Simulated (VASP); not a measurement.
# Cs (Fm-3m) in VASP: notebook, part 2 of 3

VASP 6.6.1. Earlier steps stand in the parts before.

### 3 Relaxation of cell and atoms, PBE

This run uses another cell than the first one, of 123.10 Å³/atom, 1.049 times its volume.

The input, INCAR:

```
PREC = Accurate
ENCUT = 600
EDIFF = 1E-6
ISMEAR = 0
SIGMA = 0.1
LREAL = F
LASPH = T
NELM = 100
ALGO = Normal
ISIF = 3
LWAVE = F
LCHARG = F
GGA = PE
IBRION = 2
NSW = 100
EDIFFG = -0.005
```

The input, KPOINTS:

```
Automatic mesh
0
Gamma
  10 10 10
```

The input, POSCAR:

```
Cs
1.0
    0.0000000000      3.9483357400      3.9483357400
    3.9483357400      0.0000000000      3.9483357400
    3.9483357400      3.9483357400      0.0000000000
Cs
1
Direct
    0.0000000000      0.0000000000      0.0000000000
```

Potentials or basis: VASP PAW PBE potentials, release 64 (Cs_sv).

Run with:

```bash
> cat potpaw_PBE.64/Cs_sv/POTCAR > POTCAR
> mpirun -np 1 vasp_std > vasp.out
```

OUTCAR:

```text
PREC = Accurate
   ENCUT = 600
   EDIFF = 1E-6
   ISMEAR = 0
   LREAL = F
   LASPH = T
   NELM = 100
   ISIF = 3
   GGA = PE
   IBRION = 2
   NSW = 100
   EDIFFG = -0.005

 ion  position               nearest neighbor table
   1  0.000  0.000  0.000-

  LATTYP: Found a face centered cubic cell.
 ALAT       =     7.8966714800

  Lattice vectors:

 A1 = (   0.0000000000,   3.9483357400,   3.9483357400)
 A2 = (   3.9483357400,   0.0000000000,   3.9483357400)
 A3 = (   3.9483357400,   3.9483357400,   0.0000000000)

Analysis of symmetry for initial positions (statically):
=====================================================================
 Subroutine PRICEL returns:
 Original cell was already a primitive cell.

 Routine SETGRP: Setting up the symmetry group for a
 face centered cubic supercell.

 Subroutine GETGRP returns: Found 48 space group operations
 (whereof 48 operations were pure point group operations)
 out of a pool of 48 trial point group operations.

The static configuration has the point symmetry O_h .

Analysis of symmetry for dynamics (positions and initial velocities):
=====================================================================
 Subroutine PRICEL returns:
 Original cell was already a primitive cell.

 Routine SETGRP: Setting up the symmetry group for a
 face centered cubic supercell.

 Subroutine GETGRP returns: Found 48 space group operations
 (whereof 48 operations were pure point group operations)
 out of a pool of 48 trial point group operations.

The dynamic configuration has the point symmetry O_h .

 Subroutine INISYM returns: Found 48 space group operations
 (whereof 48 operations are pure point group operations),
 and found     1 'primitive' translations

----------------------------------------------------------------------------------------

                                     Primitive cell

  volume of cell :     123.1040

  direct lattice vectors                    reciprocal lattice vectors
     0.000000000  3.948335740  3.948335740    -0.126635634  0.126635634  0.126635634
     3.948335740  0.000000000  3.948335740     0.126635634 -0.126635634  0.126635634
     3.948335740  3.948335740  0.000000000     0.126635634  0.126635634 -0.126635634

  length of vectors
     5.583789952  5.583789952  5.583789952     0.219339352  0.219339352  0.219339352

  position of ions in fractional coordinates (direct lattice)
     0.000000000  0.000000000  0.000000000

  ion indices of the primitive-cell ions
   primitive index   ion index
                 1           1

----------------------------------------------------------------------------------------

 KPOINTS: Automatic mesh

Automatic generation of k-mesh.
 Grid dimensions read from file:
 generate k-points for:   10   10   10

 Generating k-lattice:

  Cartesian coordinates                     Fractional coordinates (reciprocal lattice)
    -0.012663563  0.012663563  0.012663563     0.100000000  0.000000000  0.000000000
[... 42 lines left out ...]
   number of dos      NEDOS =    301   number of ions     NIONS =      1
   total plane-waves  NPLWV = 110592
   dimension x,y,z NGX =    48 NGY =   48 NGZ =   48
   dimension x,y,z NGXF=    96 NGYF=   96 NGZF=   96
   ions per type =               1
   NGX,Y,Z   is equivalent  to a cutoff of  14.29, 14.29, 14.29 a.u.
   NGXF,Y,Z  is equivalent  to a cutoff of  28.58, 28.58, 28.58 a.u.
 SYSTEM =  unknown system
   PREC   = accura    normal or accurate (medium, high low for compatibility)
   ISTART =      0    job   : 0-new  1-cont  2-samecut
   ICHARG =      2    charge: 1-file 2-atom 10-const
   ISPIN  =      1    spin polarized calculation?
   LNONCOLLINEAR =      F non collinear calculations
   LSORBIT =      F    spin-orbit coupling
   LASPH  =      T    aspherical Exc in radial PAW
   ENCUT  =  600.0 eV  44.10 Ry    6.64 a.u.  11.15 11.15 11.15*2*pi/ulx,y,z
   NELM   =    100;   NELMIN=  2; NELMDL= -5     # of ELM steps
   EDIFF  = 0.1E-05   stopping-criterion for ELM
   LREAL  =      F    real-space projection
   EDIFFG = -.5E-02   stopping-criterion for IOM
   NSW    =    100    number of steps for IOM
   IBRION =      2    ionic relax: 0-MD 1-quasi-New 2-CG
   NFREE  =      1    steps in history (QN), initial steepest desc. (CG)
   ISIF   =      3    stress and relaxation
   ISYM   =      2    0-nonsym 1-usesym 2-fastsym
   POTIM  = 0.5000    time-step for ionic-motion
   TEBEG  =    0.0;   TEEND  =   0.0 temperature during run
   PSTRESS=    0.0 pullay stress
   NELECT =       9.0000    total number of electrons
   NUPDOWN=      -1.0000    fix difference up-down
   EMIN   =  10.00;   EMAX   =-10.00  energy-range for DOS
   EFERMI =   0.00;   METHOD = LEGACY
   ISMEAR =     0;   SIGMA  =   0.10  broadening in eV -4-tet -1-fermi 0-gaus
   EFERMI_NEDOS =   21; number of points for ismear=-14 and -15
   IALGO  =     38    algorithm
   IMIX   =      4    mixing-type and parameters
     AMIX     =   0.40;   BMIX     =  1.00
     AMIX_MAG =   1.60;   BMIX_MAG =  1.00
  volume/ion in A,a.u.               =     123.10       830.75
  Fermi-wavevector in a.u.,A,eV,Ry     =   0.684539  1.293591  6.375605  0.468594
  Thomas-Fermi vector in A             =   1.764221
   LORBIT       =      0    0 simple, 1 ext, 2 COOP (PROOUT), +10 PAW based schemes
   GGA     = PE    functional components
   LHFCALC =     F    Hartree Fock is set to
   AEXX    =    0.0000 exact exchange contribution
   IVDW    =     0    specifies the selected vdW correction
   LEPSILON=     F    determine dielectric tensor
   LRPA    =     F    only Hartree local field effects (RPA)
 conjugate gradient relaxation of ions
 non-spin polarized calculation
 Gauss-broadening in eV      SIGMA  =   0.10
  energy-cutoff  :      600.00
  volume of cell :      123.10
 maximum number of plane-waves:      4126
 NGX is ok and might be reduce to    48
   NGX = 23   NGY = 23   NGZ = 23

--------------------------------------- Ionic step        1  -------------------------------------------

 number of electron       9.0000001 magnetization

 Free energy of the ion-electron system (eV)
  ---------------------------------------------------
  ext. energy  EPLUGINS =         0.00000000
  ---------------------------------------------------
  free energy    TOTEN  =        -0.85208714 eV

  energy without entropy =       -0.84477688  energy(sigma->0) =       -0.84843201

------------------------ aborting loop because EDIFF is reached ----------------------------------------

  FORCE on cell =-STRESS in cart. coord.  units (eV):
  Direction    XX          YY          ZZ          XY          YZ          ZX
  --------------------------------------------------------------------------------------
  -------------------------------------------------------------------------------------
  Total       -0.0645443     -0.0645443     -0.0645443      0.0000000     -0.0000000      0.0000000
  in kB       -0.8400327     -0.8400327     -0.8400327      0.0000000     -0.0000000      0.0000000
  external PRESSURE =      -0.8400327 kB  Pullay stress =       0.0000000 kB
[... 92 lines left out ...]
--------------------------------------- Ionic step        4  -------------------------------------------

 number of electron       8.9999999 magnetization

 Free energy of the ion-electron system (eV)
  ---------------------------------------------------
  ext. energy  EPLUGINS =         0.00000000
  ---------------------------------------------------
  free energy    TOTEN  =        -0.85360706 eV

  energy without entropy =       -0.84618962  energy(sigma->0) =       -0.84989834

 E-fermi :   0.3869     XC(G=0):  -5.3544

 val. band max:        0.3783304310   @ k =   0.5000   0.0000   0.0000
 cond. band min:       0.4071558658   @ k =   0.5000   0.3000   0.1000
 fundamental gap:      0.0288254347
 Fermi energy:         0.3869489378

 k-point     1 :       0.0000    0.0000    0.0000
  band No.  band energies     occupation
      1     -23.4618      2.00000
      2     -10.2093      2.00000
      3     -10.2093      2.00000
      4     -10.2093      2.00000
      5      -1.2555      2.00000
      6       2.8388      0.00000
      7       2.8388      0.00000
      8       2.8388      0.00000
[... 243 lines left out ...]
 k-point    24 :       0.4000    0.3000    0.0000
  band No.  band energies     occupation
      1     -23.4560      2.00000
      2     -10.3056      2.00000
      3     -10.2487      2.00000
      4     -10.2447      2.00000
      5       0.2009      1.99149
      6       1.6318      0.00000
      7       2.0269      0.00000
      8       3.5179      0.00000

 [... further k-points ...]

------------------------ aborting loop because EDIFF is reached ----------------------------------------

  FORCE on cell =-STRESS in cart. coord.  units (eV):
  Direction    XX          YY          ZZ          XY          YZ          ZX
  --------------------------------------------------------------------------------------
  -------------------------------------------------------------------------------------
  Total        0.0012705      0.0012705      0.0012705      0.0000000      0.0000000     -0.0000000
  in kB        0.0173362      0.0173362      0.0173362      0.0000000      0.0000000     -0.0000000
  external PRESSURE =       0.0173362 kB  Pullay stress =       0.0000000 kB
[... 16 lines left out ...]
  FREE ENERGIE OF THE ION-ELECTRON SYSTEM (eV)
  ---------------------------------------------------
  free  energy   TOTEN  =        -0.8536070562 eV

  energy  without entropy=       -0.8461896215  energy(sigma->0) =       -0.84989834

 reached required accuracy - stopping structural energy minimisation
```

CONTCAR:

```text
Cs
   1.00000000000000
    -0.0000000000000000    3.8865580320923860    3.8865580320923860
     3.8865580320923860   -0.0000000000000000    3.8865580320923860
     3.8865580320923860    3.8865580320923860    0.0000000000000000
  Cs
     1
Direct
     1.0000000000000000    1.0000000000000000    1.0000000000000000

  0.00000000E+00  0.00000000E+00  0.00000000E+00
```

It took 3.6 min on 1 thread of AMD EPYC 7R43 (Zen 3), shared host; peak memory 0.33 GiB.

What came out:

```
Free energy                            : -0.8536 eV
Relaxed volume                         : 117.42 Å³/atom
Relaxed cell                           : a = 5.496 Å, b = 5.496 Å, c = 5.496 Å, α = 60.00°, β = 60.00°, γ = 60.00°
Space group after relaxing (to 0.05 Å) : Fm-3m (No. 225)
Energy gained by relaxing              : 1.5 meV/atom
Ionic steps                            : 4
Pressure after relaxing                : 0.0 GPa
```

Step by step:
```csv
step,energy change (eV),largest force (eV/Å),pressure (GPa),volume (Å³)
1,0.0000,0.0000,-0.08,123.10
2,-0.0005,0.0000,-0.07,121.96
3,-0.0015,0.0000,-0.02,118.56
4,-0.0015,0.0000,0.00,117.42
```

Final structure:
```yaml
crystal:
  lattice:
    - [0.00000, 3.88656, 3.88656]
    - [3.88656, 0.00000, 3.88656]
    - [3.88656, 3.88656, 0.00000]
  atoms:
    - { symbol: Cs, position: [0.00000, 0.00000, 0.00000] }
```

Levels at points of the mesh, in eV from the Fermi level:
```tsv
k point	band 2	band 3	band 4	band 5	band 6	band 7	band 8
(0.00, 0.00, 0.00)	-10.60	-10.60	-10.60	-1.64	2.45	2.45	2.45
(0.50, 0.00, 0.00)	-10.72	-10.61	-10.61	-0.01	0.76	2.31	2.31
(0.50, 0.50, 0.00)	-10.71	-10.64	-10.64	0.30	1.07	1.42	3.97
```

Caveat: spin-orbit coupling is left out, which moves the levels of the heavy elements.

### 4 Single point, PBE

This run uses another cell than the first one, of 123.10 Å³/atom, 1.049 times its volume.

The input, INCAR:

```
  ALGO = Normal
  EDIFF = 1E-6
  ENCUT = 520
  GGA = PE
  ISIF = 2
  ISMEAR = 0
  LASPH = T
  LCHARG = F
  LREAL = F
  LWAVE = F
  NBANDS = 10
  NELM = 100
  PREC = Accurate
  SIGMA = 0.1
```

The input, KPOINTS:

```
k-points
0
Gamma
  4 4 4
```

POSCAR is that of step 3.

Run with:

```bash
> cat potpaw_PBE.64/Cs_sv/POTCAR > POTCAR
> mpirun -np 1 vasp_std > vasp.out
```

Wall time 18 s (1 thread of AMD EPYC 7R43 (Zen 3), shared host); peak memory 0.2 GiB.

Results (log left out):

- Free energy: -0.8222 eV
- Pressure: -0.1 GPa

Levels at points of the mesh, in eV from the Fermi level:
| k point | band 2 | band 3 | band 4 | band 5 | band 6 | band 7 | band 8 | band 9 |
| --- | --- | --- | --- | --- | --- | --- | --- | --- |
| (0.00, 0.00, 0.00) | -10.72 | -10.72 | -10.72 | -1.69 | 2.33 | 2.33 | 2.33 | 3.35 |
| (0.50, 0.00, 0.00) | -10.83 | -10.73 | -10.73 | -0.09 | 0.63 | 2.20 | 2.20 | 4.09 |
| (0.50, 0.50, 0.00) | -10.82 | -10.76 | -10.76 | 0.24 | 0.99 | 1.25 | 3.74 | 3.74 |

Caveat: spin-orbit coupling is left out, which moves the levels of the heavy elements.

(Continued in part 3 of 3.)
